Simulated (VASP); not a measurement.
ZnS: single point with PBEsol

Crystal: ZnS.

```
CELL_PARAMETERS angstrom
0.01339 2.67826 2.67826
2.69165 0.00000 2.69165
2.67826 2.67826 0.01339
ATOMIC_POSITIONS crystal
Zn 0.00000 0.00000 0.00000
S 0.75000 0.75000 0.75000
```

This cell differs from its parent crystal: strain +0.0100 x Voigt [0, 0, 0, 0, 1, 0].

| Item | Value |
| --- | --- |
| Program | VASP 6.6.1 |
| Task | single point |
| Functional | PBEsol |
| Potentials or basis | VASP PAW PBE potentials, release 64 (Zn, S) |
| Cutoff | 520 eV |
| k mesh | 10 × 10 × 10 |
| Occupations | gaussian, width 0.05 eV |
| Spin | no spin polarisation |
| Dipole correction | no |
| Further INCAR settings | ALGO = Normal; EDIFF = 1e-07; NBANDS = 16 |

```json
{
 "Pressure": "0.2 GPa",
 "Largest force": "0.062 eV/Å",
 "Band gap on the k mesh": "2.07 eV"
}
```

Forces on the atoms (eV/Å):
```
Zn   0.000 -0.062  0.000
S    0.000  0.062  0.000
```

Stress tensor (GPa, compression positive):
```
 0.21  0.00 -0.74
 0.00  0.21  0.00
-0.74  0.00  0.21
```

Levels at points of the mesh, in eV from the valence-band top:
```tsv
k point	band 6	band 7	band 8	band 9	band 10	band 11	band 12	band 13
(0.00, 0.00, 0.00)	-5.97	-0.04	-0.02	0.00	2.07	6.20	6.27	6.34
(0.50, 0.00, 0.00)	-5.76	-5.56	-0.96	-0.95	3.19	6.74	6.81	8.79
(0.00, 0.50, 0.00)	-5.77	-5.55	-0.92	-0.91	3.26	6.78	6.86	8.76
(0.50, 0.50, 0.00)	-5.75	-4.73	-2.37	-2.37	3.16	3.94	10.99	12.04
(0.50, 0.00, 0.50)	-5.75	-4.73	-2.42	-2.32	3.15	3.95	11.00	12.03
```

Wall time 68 s on 1 thread of AMD EPYC 7R13 Processor (Zen 3), with other jobs on the host, peak memory 0.2 GiB.

Caveat: the cell differs from its parent crystal (strain +0.0100 x Voigt [0, 0, 0, 0, 1, 0]); the PAW data sets were made with another functional, which shifts forces and pressure a little.
